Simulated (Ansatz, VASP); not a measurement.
## Cs3Pt in VASP and in Ansatz

File INCAR:

```
SYSTEM = Cs3Pt
PREC = Accurate ; ENCUT = 500
EDIFF = 1E-6 ; ISMEAR = -1
SIGMA = 0.2 ; LREAL = .False.
LASPH = .True. ; NELM = 120
ALGO = Normal ; ISIF = 2
LWAVE = .False. ; LCHARG = .True.
LELF = .True. ; LVHAR = .True.
NBANDS = 26 ; GGA_COMPAT = .False.
```

The input KPOINTS:

```
Automatic mesh
0
Gamma
  4 4 4
  0 0 0
```

Contents of POSCAR:

```
Cs3Pt
1.0
    5.7776530000      0.0000000000      0.0000000000
    0.0000000000      5.7776530000      0.0000000000
    0.0000000000      0.0000000000      5.7776530000
Cs Pt
3 1
Direct
    0.0000000000      0.0000000000      0.5000000000
    0.0000000000      0.5000000000      0.0000000000
    0.5000000000      0.0000000000      0.0000000000
    0.5000000000      0.5000000000      0.5000000000
```

Input for Ansatz:

```yaml
crystal:
  lattice:
    bravais: cubic
    a: 5.777653
  space_group: 221
  atoms:
    - { symbol: Cs, position: [0.0, 0.0, 0.5] }
    - { symbol: Pt, position: [0.5, 0.5, 0.5] }
basis:
  ecutwfc: 750.0
kpoints:
  mp_grid:
    grid: [4, 4, 4]
hamiltonian:
  xc: lda
scf:
  convergence:
    dr2_threshold: 1.0e-08
  occupations:
    method: fermi_dirac
    width: 0.2
output:
  stress: true
```

Alike in both runs: task single point; functional LDA; k mesh 4 × 4 × 4; occupations fermi-dirac, width 0.2 eV; no spin polarisation.

```csv
,VASP,Ansatz
version,VASP 6.6.1,Ansatz 0.2.0
potentials or method,"VASP PAW LDA potentials, release 64 (Cs_sv, Pt), cutoff 500 eV","plane waves, PAW"
valence electrons in the cell,37,45
```

```csv
,VASP,Ansatz,Ansatz less VASP
pressure (GPa),-2.2,-2.3,-0.04
```

LDA's correlation is that of Perdew and Zunger in VASP and of Perdew and Wang (1992) in Ansatz. VASP's potentials hold 37 valence electrons a cell and Ansatz's 45, so a difference there can come from the potentials and not from the codes. Ansatz's warnings: stress scf threshold loose.

Neither program's run includes spin-orbit coupling.
